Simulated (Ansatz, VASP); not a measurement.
Cs: VASP beside Ansatz

The input INCAR:

```
SYSTEM = Cs
  PREC = Accurate
  ENCUT = 520
  EDIFF = 1E-6
  ISMEAR = -1
  SIGMA = 0.1
  LREAL = .False.
  LASPH = .True.
  NELM = 100
  ALGO = Normal
  ISIF = 2
  LWAVE = .False.
  LCHARG = .False.
  GGA = RP
  NBANDS = 16
```

KPOINTS

```
regular mesh
0
Gamma
  5 5 5
  0 0 0
```

Contents of POSCAR:

```
Cs
1.0
    0.0000000000      5.7015145566      5.7015145566
    5.7015145566      0.0000000000      5.7015145566
    5.7015145566      5.7015145566      0.0000000000
Cs
2
Direct
    0.1250000000      0.1250000000      0.1250000000
    0.8750000000      0.8750000000      0.8750000000
```

Input for Ansatz:

```yaml
crystal:
  lattice:
    - [0.0, 5.7015145566, 5.7015145566]
    - [5.7015145566, 0.0, 5.7015145566]
    - [5.7015145566, 5.7015145566, 0.0]
  atoms:
    - { symbol: Cs, position: [0.125, 0.125, 0.125] }
    - { symbol: Cs, position: [0.875, 0.875, 0.875] }
hamiltonian:
  xc: rpbe
  pseudopotentials:
    kind: paw
    azcp:
      Cs: "pseudopotentials/Cs.paw.azcp"
basis:
  ecutwfc: 420
  fft_grid_basis: typed
kpoints:
  mp_grid: { grid: [5, 5, 5], shift: [0, 0, 0] }
magnetization:
  spin_polarized: false
scf:
  occupations: { method: fermi_dirac, width: 0.1 }
  lower_state_search: "off"
output:
  stress: true
```

Alike in both runs: task single point; functional RPBE; k mesh 5 × 5 × 5; occupations fermi-dirac, width 0.1 eV; no spin polarisation.

|  | VASP | Ansatz |
| --- | --- | --- |
| version | VASP 6.6.1 | Ansatz 0.2.0 |
| potentials or method | VASP PAW PBE potentials, release 64 (Cs_sv), cutoff 520 eV | plane waves (420 eV) with PAW, scalar-relativistic |
| valence electrons in the cell | 18 | 18 |

```csv
,VASP,Ansatz,Ansatz less VASP
pressure (GPa),0.1,0.1,0.00
```

VASP's potentials were made for PBE, not for RPBE.

Spin-orbit coupling is off throughout.
